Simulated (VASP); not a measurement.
Wanted: the native input for a VASP 6.6.1 run.

| Item | Value |
| --- | --- |
| Task | single point |
| Functional | r2SCAN |
| Potentials or basis | VASP PAW PBE potentials, release 64 (Ba_sv, Ti_sv, O) |
| Cutoff | 520 eV |
| k mesh | 6 × 6 × 6 |
| Occupations | fermi-dirac, width 0.02 eV |
| Spin | no spin polarisation |
| Dipole correction | no |
| Further INCAR settings | ALGO = Normal; EDIFF = 1e-06; NBANDS = 28 |

The system is BaTiO3.

```xyz
5
Lattice="2.8399 1.6396 2.3313 -2.8399 1.6396 2.3313 0.0000 -3.2793 2.3313" Properties=species:S:1:pos:R:3 pbc="T T T"
Ba    0.0000    0.0000    0.0088
Ti    0.0000    0.0000    3.5999
O    -1.3927    0.8041    4.5579
O     0.0000   -1.6082    4.5579
O     1.3927    0.8041    4.5579
```

The input as run:

POSCAR

```
BaTiO3
1.0
    2.8399483166      1.6396449251      2.3312785423
   -2.8399483166      1.6396449251      2.3312785423
    0.0000000000     -3.2792898502      2.3312785423
Ba Ti O
1 1 3
Direct
    0.0012626313      0.0012626313      0.0012626313
    0.5147192493      0.5147192493      0.5147192493
    0.4882359353      0.9786472489      0.4882359353
    0.4882359353      0.4882359353      0.9786472489
    0.9786472489      0.4882359353      0.4882359353
```

INCAR.step1

```
SYSTEM = BaTiO3
PREC = Accurate
ENCUT = 520
ISMEAR = -1
SIGMA = 0.02
LREAL = .FALSE.
LASPH = .TRUE.
NELM = 80
NBANDS = 28
GGA = PE
ALGO = Normal
EDIFF = 1E-4
LWAVE = .TRUE.
LCHARG = .FALSE.
```

INCAR.step2

```
SYSTEM = BaTiO3
PREC = Accurate
ENCUT = 520
EDIFF = 1E-6
ISMEAR = -1
SIGMA = 0.02
LREAL = .FALSE.
LASPH = .TRUE.
NELM = 80
ALGO = Normal
ISIF = 2
LWAVE = .FALSE.
LCHARG = .FALSE.
METAGGA = R2SCAN
LMIXTAU = .TRUE.
NBANDS = 28
ISTART = 1
```

KPOINTS

```
regular mesh
0
G
  6 6 6
  0 0 0
```

Potentials or basis: VASP PAW PBE potentials, release 64 (Ba_sv, Ti_sv, O).

Command:

```sh
$ cat potpaw_PBE.64/Ba_sv/POTCAR potpaw_PBE.64/Ti_sv/POTCAR potpaw_PBE.64/O/POTCAR > POTCAR
$ cp INCAR.step1 INCAR
$ mpirun -np 1 vasp_std > vasp.out
$ cp INCAR.step2 INCAR
$ mpirun -np 1 vasp_std > vasp.out
```

It gave:

```yaml
Pressure: 1.9 GPa
Largest_force: 0.175 eV/Å
Band_gap_on_the_k_mesh: 2.85 eV, indirect (least direct gap 3.31 eV)
```

Caveat: the PAW data sets were made with another functional, which shifts forces and pressure a little; spin-orbit coupling is left out, which moves the levels of the heavy elements.

Run time: 7.2 min on 1 thread of Intel Xeon 8259CL, on a shared host, peak memory 0.21 GiB.
